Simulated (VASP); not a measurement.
Wanted: the native input for a VASP 6.6.1 run.

```yaml
Task: single point
Functional: PBEsol
Potentials_or_basis: VASP PAW PBE potentials, release 64 (La)
Cutoff: 520 eV
k_mesh: 6 × 6 × 6
Occupations: gaussian, width 0.15 eV
Spin: no spin polarisation
Dipole_correction: no
Further_INCAR_settings: ALGO = Normal; EDIFF = 1e-06; NBANDS = 12
```

The structure of La lies in POSCAR:

```
La
1.0
    3.9457890000      0.0000000000      0.0000000000
    0.0000000000      3.9457890000      0.0000000000
    0.0000000000      0.0000000000      3.9457890000
La
1
Direct
    0.0000000000      0.0000000000      0.0000000000
```

This isn't the form of La at room conditions, which is double hcp.

One way to write it, as run:

INCAR

```
SYSTEM = La
PREC     = Accurate       ! precision mode
ENCUT    = 520            ! plane-wave cutoff, eV
EDIFF    = 1E-6           ! SCF threshold, eV
ISMEAR   = 0              ! smearing method
SIGMA    = 0.15           ! smearing width, eV
LREAL    = .FALSE.        ! projectors in reciprocal space
LASPH    = .TRUE.         ! aspherical terms in the spheres
NELM     = 100            ! most SCF steps
ALGO     = Normal         ! electronic algorithm
ISIF     = 2              ! what is computed and relaxed
LWAVE    = .FALSE.        ! write WAVECAR
LCHARG   = .TRUE.         ! write CHGCAR
GGA      = PS             ! functional
LELF     = .TRUE.         ! ELF
LVHAR    = .TRUE.       
NBANDS   = 12             ! bands
```

KPOINTS

```
Automatic mesh
0
G
  6 6 6
  0 0 0
```

Potentials or basis: VASP PAW PBE potentials, release 64 (La).

Launch:

```bash
$ cat potpaw_PBE.64/La/POTCAR > POTCAR
$ mpirun -np 1 vasp_std > vasp.out
```

Results of the run:

| Property | Result |
| --- | --- |
| Pressure | -5.7 GPa |
| Band gap on the k mesh | zero (an odd number of electrons rules out a gap without spin polarisation) |

Caveat: the cell stands under tension; the PAW data sets were made with another functional, which shifts forces and pressure a little; spin-orbit coupling is left out, which moves the levels of the heavy elements.

Run time: 30 s on 1 thread of Intel Xeon 8259CL (shared host), peak memory 0.18 GiB.
